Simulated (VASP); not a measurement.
# AlGa2As3 (P6_3mc) in VASP: single point with PBE

Aim: the single point of AlGa2As3 with PBE.

Program: VASP 6.6.1. These are calculated values, not measurements. Logs are shortened: lines on timing, memory, paths and dates and some standing lists are left out, and cuts for length are marked.

## 1. The cell of the first run

Symmetry: P6_3mc, No. 186, hexagonal system. Conventional cell: a = 4.048 Å, b = 4.048 Å, c = 19.990 Å, α = 90.00°, β = 90.00°, γ = 120.00°. Al (site symmetry 3m) has 4 As at 2.48 to 2.49 Å within 3.3 Å. Within 3.3 Å of Ga (site symmetry 3m) lie 4 As at 2.48 to 2.50 Å. Ga (site symmetry 3m) has 4 As at 2.49 to 2.50 Å within 3.3 Å. As (site symmetry 3m) has 4 Ga at 2.48 to 2.50 Å within 3.3 Å. Within 3.3 Å of As (site symmetry 3m) lie 3 Ga at 2.49 Å and 1 Al at 2.49 Å. As (site symmetry 3m) has 3 Al at 2.48 Å and 1 Ga at 2.50 Å within 3.3 Å.

## 2. Single point, PBE

Contents of INCAR:

```
SYSTEM = AlGa2As3
ALGO = Normal
EDIFF = 1E-6
ENCUT = 520
GGA = PE
ISIF = 2
ISMEAR = 0
LASPH = .TRUE.
LCHARG = .TRUE.
LELF = .TRUE.
LREAL = .FALSE.
LVHAR = .TRUE.
LWAVE = .FALSE.
NBANDS = 56
NELM = 60
PREC = Accurate
SIGMA = 0.02
```

Contents of KPOINTS:

```
k-points
0
G
  12 12 2
  0 0 0
```

Contents of POSCAR:

```
AlGa2As3
1.0
    4.0477417346      0.0000000289      0.0000000000
   -2.0238708923      3.5054471556      0.0000000000
    0.0000000000      0.0000000000     19.9902996000
Al Ga As
2 4 6
Direct
    0.3333333333      0.6666666667      0.3329000000
    0.6666666667      0.3333333333      0.8329000000
    0.3333333333      0.6666666667      0.6668980000
    0.3333333333      0.6666666667      0.9999880000
    0.6666666667      0.3333333333      0.1668980000
    0.6666666667      0.3333333333      0.4999880000
    0.3333333333      0.6666666667      0.1248240000
    0.3333333333      0.6666666667      0.4575930000
    0.3333333333      0.6666666667      0.7917980000
    0.6666666667      0.3333333333      0.2917980000
    0.6666666667      0.3333333333      0.6248240000
    0.6666666667      0.3333333333      0.9575930000
```

Potentials or basis: VASP PAW PBE potentials, release 64 (Al, Ga_d, As).

Launch:

```sh
cat potpaw_PBE.64/Al/POTCAR potpaw_PBE.64/Ga_d/POTCAR potpaw_PBE.64/As/POTCAR > POTCAR
mpirun -np 1 vasp_std > vasp.out
```

OUTCAR:

```text
SYSTEM = AlGa2As3
   EDIFF = 1E-6
   ENCUT = 520
   GGA = PE
   ISIF = 2
   ISMEAR = 0
   LASPH = .TRUE.
   LREAL = .FALSE.
   NELM = 60
   PREC = Accurate

 ion  position               nearest neighbor table
   1  0.333  0.667  0.333-  10 2.48  10 2.48  10 2.48   8 2.49
   2  0.667  0.333  0.833-   9 2.48   9 2.48   9 2.48  12 2.49
   3  0.333  0.667  0.667-  11 2.48  11 2.48  11 2.48   9 2.50
   4  0.333  0.667  1.000-  12 2.49  12 2.49  12 2.49   7 2.50
   5  0.667  0.333  0.167-   7 2.48   7 2.48   7 2.48  10 2.50
   6  0.667  0.333  0.500-   8 2.49   8 2.49   8 2.49  11 2.50
   7  0.333  0.667  0.125-   5 2.48   5 2.48   5 2.48   4 2.50
   8  0.333  0.667  0.458-   6 2.49   6 2.49   6 2.49   1 2.49
   9  0.333  0.667  0.792-   2 2.48   2 2.48   2 2.48   3 2.50
  10  0.667  0.333  0.292-   1 2.48   1 2.48   1 2.48   5 2.50
  11  0.667  0.333  0.625-   3 2.48   3 2.48   3 2.48   6 2.50
  12  0.667  0.333  0.958-   4 2.49   4 2.49   4 2.49   2 2.49

  LATTYP: Found a hexagonal cell.
 ALAT       =     4.0477417346
 C/A-ratio  =     4.9386302068

  Lattice vectors:

 A1 = (   4.0477417346,   0.0000000289,   0.0000000000)
 A2 = (  -2.0238708923,   3.5054471556,   0.0000000000)
 A3 = (   0.0000000000,   0.0000000000,  19.9902996000)

Analysis of symmetry for initial positions (statically):
=====================================================================
 Subroutine PRICEL returns:
 Original cell was already a primitive cell.

 Routine SETGRP: Setting up the symmetry group for a
 hexagonal supercell.

 Subroutine GETGRP returns: Found 12 space group operations
 (whereof  6 operations were pure point group operations)
 out of a pool of 24 trial point group operations.

The static configuration has the point symmetry C_3v.
 The point group associated with its full space group is C_6v.

Analysis of symmetry for dynamics (positions and initial velocities):
=====================================================================
 Subroutine PRICEL returns:
 Original cell was already a primitive cell.

 Routine SETGRP: Setting up the symmetry group for a
 hexagonal supercell.

 Subroutine GETGRP returns: Found 12 space group operations
 (whereof  6 operations were pure point group operations)
 out of a pool of 24 trial point group operations.

The dynamic configuration has the point symmetry C_3v.
 The point group associated with its full space group is C_6v.

 Subroutine INISYM returns: Found 12 space group operations
 (whereof  6 operations are pure point group operations),
 and found     1 'primitive' translations

----------------------------------------------------------------------------------------

                                     Primitive cell

  volume of cell :     283.6453

  direct lattice vectors                    reciprocal lattice vectors
     4.047741735  0.000000029  0.000000000     0.247051334  0.142635157  0.000000000
    -2.023870892  3.505447156  0.000000000    -0.000000002  0.285270310  0.000000000
     0.000000000  0.000000000 19.990299600     0.000000000  0.000000000  0.050024263

  length of vectors
     4.047741735  4.047741735 19.990299600     0.285270310  0.285270310  0.050024263

  position of ions in fractional coordinates (direct lattice)
     0.333333333  0.666666667  0.332900000
     0.666666667  0.333333333  0.832900000
     0.333333333  0.666666667  0.666898000
     0.333333333  0.666666667  0.999988000
     0.666666667  0.333333333  0.166898000
     0.666666667  0.333333333  0.499988000
     0.333333333  0.666666667  0.124824000
     0.333333333  0.666666667  0.457593000
     0.333333333  0.666666667  0.791798000
     0.666666667  0.333333333  0.291798000
     0.666666667  0.333333333  0.624824000
     0.666666667  0.333333333  0.957593000

  ion indices of the primitive-cell ions
   primitive index   ion index
                 1           1
                 2           2
                 3           3
                 4           4
                 5           5
                 6           6
                 7           7
                 8           8
                 9           9
                10          10
                11          11
                12          12

----------------------------------------------------------------------------------------

 KPOINTS: k-points

Automatic generation of k-mesh.
 Grid dimensions read from file:
 generate k-points for:   12   12    2

 Generating k-lattice:

  Cartesian coordinates                     Fractional coordinates (reciprocal lattice)
     0.020587611  0.011886263  0.000000000     0.083333333  0.000000000  0.000000000
    -0.000000000  0.023772526  0.000000000     0.000000000  0.083333333  0.000000000
     0.000000000  0.000000000  0.025012131     0.000000000  0.000000000  0.500000000

  Length of vectors
     0.023772526  0.023772526  0.025012131

  Shift w.r.t. Gamma in fractional coordinates (k-lattice)
     0.000000000  0.000000000  0.000000000

 Subroutine IBZKPT returns following result:
 ===========================================

 Found     38 irreducible k-points:

 Following reciprocal coordinates:
            Coordinates               Weight
  0.000000  0.000000  0.000000      1.000000
  0.083333  0.000000  0.000000      6.000000
  0.166667  0.000000  0.000000      6.000000
  0.250000  0.000000  0.000000      6.000000
  0.333333  0.000000  0.000000      6.000000
  0.416667  0.000000  0.000000      6.000000
[... 16 lines left out ...]
  0.250000  0.000000  0.500000      6.000000
  0.333333  0.000000  0.500000      6.000000
 [... further k-points ...]
   k-points           NKPTS =     38   k-points in BZ     NKDIM =     38   number of bands    NBANDS=     56
   number of dos      NEDOS =    301   number of ions     NIONS =     12
   total plane-waves  NPLWV = 135000
   dimension x,y,z NGX =    30 NGY =   30 NGZ =  150
   dimension x,y,z NGXF=    60 NGYF=   60 NGZF=  300
   ions per type =               2   4   6
   NGX,Y,Z   is equivalent  to a cutoff of  12.32, 12.32, 12.47 a.u.
   NGXF,Y,Z  is equivalent  to a cutoff of  24.64, 24.64, 24.95 a.u.
 SYSTEM =  AlGa2As3
   PREC   = accura    normal or accurate (medium, high low for compatibility)
   ISTART =      0    job   : 0-new  1-cont  2-samecut
   ICHARG =      2    charge: 1-file 2-atom 10-const
   ISPIN  =      1    spin polarized calculation?
   LNONCOLLINEAR =      F non collinear calculations
   LSORBIT =      F    spin-orbit coupling
   LASPH  =      T    aspherical Exc in radial PAW
   ENCUT  =  520.0 eV  38.22 Ry    6.18 a.u.   7.53  7.53 37.17*2*pi/ulx,y,z
   NELM   =     60;   NELMIN=  2; NELMDL= -5     # of ELM steps
   EDIFF  = 0.1E-05   stopping-criterion for ELM
   LREAL  =      F    real-space projection
   EDIFFG = 0.1E-04   stopping-criterion for IOM
   NSW    =      0    number of steps for IOM
   IBRION =     -1    ionic relax: 0-MD 1-quasi-New 2-CG
   NFREE  =      0    steps in history (QN), initial steepest desc. (CG)
   ISIF   =      2    stress and relaxation
   ISYM   =      2    0-nonsym 1-usesym 2-fastsym
   POTIM  = 0.5000    time-step for ionic-motion
   TEBEG  =    0.0;   TEEND  =   0.0 temperature during run
   PSTRESS=    0.0 pullay stress
   NELECT =      88.0000    total number of electrons
   NUPDOWN=      -1.0000    fix difference up-down
   EMIN   =  10.00;   EMAX   =-10.00  energy-range for DOS
   EFERMI =   0.00;   METHOD = LEGACY
   ISMEAR =     0;   SIGMA  =   0.02  broadening in eV -4-tet -1-fermi 0-gaus
   EFERMI_NEDOS =   21; number of points for ismear=-14 and -15
   IALGO  =     38    algorithm
   IMIX   =      4    mixing-type and parameters
     AMIX     =   0.40;   BMIX     =  1.00
     AMIX_MAG =   1.60;   BMIX_MAG =  1.00
  volume/ion in A,a.u.               =      23.64       159.51
  Fermi-wavevector in a.u.,A,eV,Ry     =   1.108266  2.094318 16.711394  1.228253
  Thomas-Fermi vector in A             =   2.244791
   LORBIT       =      0    0 simple, 1 ext, 2 COOP (PROOUT), +10 PAW based schemes
   GGA     = PE    functional components
   LHFCALC =     F    Hartree Fock is set to
   AEXX    =    0.0000 exact exchange contribution
   IVDW    =     0    specifies the selected vdW correction
   LEPSILON=     F    determine dielectric tensor
   LRPA    =     F    only Hartree local field effects (RPA)
 non-spin polarized calculation
 Gauss-broadening in eV      SIGMA  =   0.02
  energy-cutoff  :      520.00
  volume of cell :      283.65
 maximum number of plane-waves:      7686
   NGX = 15   NGY = 15   NGZ = 75

 number of electron      87.9999966 magnetization

 Free energy of the ion-electron system (eV)
  ---------------------------------------------------
  ext. energy  EPLUGINS =         0.00000000
  ---------------------------------------------------
  free energy    TOTEN  =       -51.74628530 eV

  energy without entropy =      -51.74628530  energy(sigma->0) =      -51.74628530

 E-fermi :   3.7174     XC(G=0):  -9.2120

 val. band max:        3.6314325324   @ k =   0.0000   0.0000   0.0000
 cond. band min:       4.1560794889   @ k =   0.0000   0.0000   0.0000
 fundamental gap:      0.5246469565
 Fermi energy:         3.7173981789

 k-point     1 :       0.0000    0.0000    0.0000
  band No.  band energies     occupation
      1     -11.1289      2.00000
      2     -11.1289      2.00000
      3     -11.0959      2.00000
      4     -11.0958      2.00000
      5     -11.0762      2.00000
      6     -11.0762      2.00000
[... 48 lines left out ...]
     55       7.6211      0.00000
     56       7.6528      0.00000

 k-point     2 :       0.0833    0.0000    0.0000
  band No.  band energies     occupation
      1     -11.1308      2.00000
      2     -11.1308      2.00000
      3     -11.0967      2.00000
      4     -11.0963      2.00000
      5     -11.0783      2.00000
      6     -11.0781      2.00000
[... 1291 lines left out ...]
  band No.  band energies     occupation
      1     -11.1541      2.00000
      2     -11.1541      2.00000
      3     -11.1222      2.00000
      4     -11.1222      2.00000
      5     -11.0798      2.00000
      6     -11.0798      2.00000
[... 48 lines left out ...]
     55       8.4423      0.00000
     56       8.4426      0.00000

 [... further k-points ...]

------------------------ aborting loop because EDIFF is reached ----------------------------------------

  FORCE on cell =-STRESS in cart. coord.  units (eV):
  Direction    XX          YY          ZZ          XY          YZ          ZX
  --------------------------------------------------------------------------------------
  -------------------------------------------------------------------------------------
  Total        0.2786007      0.2786007      0.3300142      0.0000000      0.0000000      0.0000000
  in kB        1.5736832      1.5736832      1.8640933      0.0000000      0.0000000      0.0000000
  external PRESSURE =       1.6704865 kB  Pullay stress =       0.0000000 kB

 VOLUME and BASIS-vectors are now :
 -----------------------------------------------------------------------------
  energy-cutoff  :      520.00
  volume of cell :      283.65
      direct lattice vectors                 reciprocal lattice vectors
     4.047741735  0.000000029  0.000000000     0.247051334  0.142635157  0.000000000
    -2.023870892  3.505447156  0.000000000    -0.000000002  0.285270310  0.000000000
     0.000000000  0.000000000 19.990299600     0.000000000  0.000000000  0.050024263

 POSITION                                       TOTAL-FORCE (eV/Angst)
 -----------------------------------------------------------------------------------
     -0.00000      2.33696      6.65477         0.000000     -0.000000      0.003450
      2.02387      1.16848     16.64992        -0.000000      0.000000      0.003450
     -0.00000      2.33696     13.33149        -0.000000      0.000000     -0.000057
     -0.00000      2.33696     19.99006         0.000000     -0.000000      0.000856
      2.02387      1.16848      3.33634         0.000000     -0.000000     -0.000057
      2.02387      1.16848      9.99491        -0.000000      0.000000      0.000856
     -0.00000      2.33696      2.49527         0.000000     -0.000000     -0.001445
     -0.00000      2.33696      9.14742         0.000000      0.000000     -0.004800
     -0.00000      2.33696     15.82828         0.000000     -0.000000      0.001996
      2.02387      1.16848      5.83313         0.000000     -0.000000      0.001996
      2.02387      1.16848     12.49042         0.000000      0.000000     -0.001445
      2.02387      1.16848     19.14257         0.000000     -0.000000     -0.004800
 -----------------------------------------------------------------------------------
    total drift:                               -0.000001     -0.000002     -0.001719

  FREE ENERGIE OF THE ION-ELECTRON SYSTEM (eV)
  ---------------------------------------------------
  free  energy   TOTEN  =       -51.7462852974 eV

  energy  without entropy=      -51.7462852974  energy(sigma->0) =      -51.74628530
```

Run time: 9.3 min. Hardware: 1 thread of Intel Xeon Platinum 8488C (Sapphire Rapids), shared host; peak memory 0.65 GiB.

What came out:

| Quantity | Value |
| --- | --- |
| Free energy | -51.7463 eV |
| Pressure | 0.2 GPa |
| Largest force | 0.005 eV/Å |
| Band gap on the k mesh | 0.52 eV |

Forces in eV/Å, atoms in the order of the input:
```
Al   0.000  0.000  0.003
Al   0.000  0.000  0.003
Ga   0.000  0.000  0.000
Ga   0.000  0.000  0.001
Ga   0.000  0.000  0.000
Ga   0.000  0.000  0.001
As   0.000  0.000 -0.001
As   0.000  0.000 -0.005
As   0.000  0.000  0.002
As   0.000  0.000  0.002
As   0.000  0.000 -0.001
As   0.000  0.000 -0.005
```

Caveat: semilocal functionals underestimate gaps, and a narrow one can read as zero. A k mesh can miss the band edges.
